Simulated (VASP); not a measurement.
Write the native input for VASP 6.6.1 that does the following.

```yaml
Task: single point
Functional: PBE
Potentials_or_basis: VASP PAW PBE potentials, release 64 (Gd)
Cutoff: 520 eV
k_mesh: 11 × 11 × 11
Occupations: fermi-dirac, width 0.03 eV
Spin: collinear spin, ferromagnetic start
Starting_moments: "[7.0] μB"
Dipole_correction: no
Further_INCAR_settings: ALGO = Normal; EDIFF = 1e-07; NBANDS = 19
```

The structure of Gd lies in POSCAR:

```
Gd
1.0
   -1.9694923731      1.9694923731      1.9694923731
    1.9694923731     -1.9694923731      1.9694923731
    1.9694923731      1.9694923731     -1.9694923731
Gd
1
Direct
    0.0000000000      0.0000000000      0.0000000000
```

This cell differs from its parent crystal: volume scaled by 0.92.

These files were run (other wordings do the same):

INCAR

```
PREC     = Accurate       # precision mode
ENCUT    = 520            # plane-wave cutoff, eV
EDIFF    = 1E-7           # SCF threshold, eV
ISMEAR   = -1             # smearing method
SIGMA    = 0.03           # smearing width, eV
LREAL    = False          # projectors in reciprocal space
LASPH    = True           # aspherical terms in the spheres
NELM     = 150            # most SCF steps
ALGO     = Normal         # electronic algorithm
ISIF     = 2              # what is computed and relaxed
LWAVE    = False          # write WAVECAR
LCHARG   = False          # write CHGCAR
ISPIN    = 2              # spin polarisation
MAGMOM   = 7              # initial moments
LORBIT   = 11             # projections on sites
LMAXMIX  = 6              # l up to which the mixer works
GGA      = PE             # functional
NBANDS   = 19             # bands
```

KPOINTS

```
regular mesh
0
Gamma
  11 11 11
```

Potentials or basis: VASP PAW PBE potentials, release 64 (Gd).

Launch:

```sh
$ cat potpaw_PBE.64/Gd/POTCAR > POTCAR
$ mpirun -np 1 vasp_std > vasp.out
```

It gave:

```yaml
Pressure: 3.0 GPa
Net_moment: 7.63 μB per cell
Site_moments: Gd +7.02 μB
Valence_electrons_inside_the_program's_atomic_spheres: Gd 15.24
```

It took 86 s on 1 thread of Intel(R) Xeon(R) 6975P-C (Granite Rapids), with other jobs on the host, peak memory 0.22 GiB.
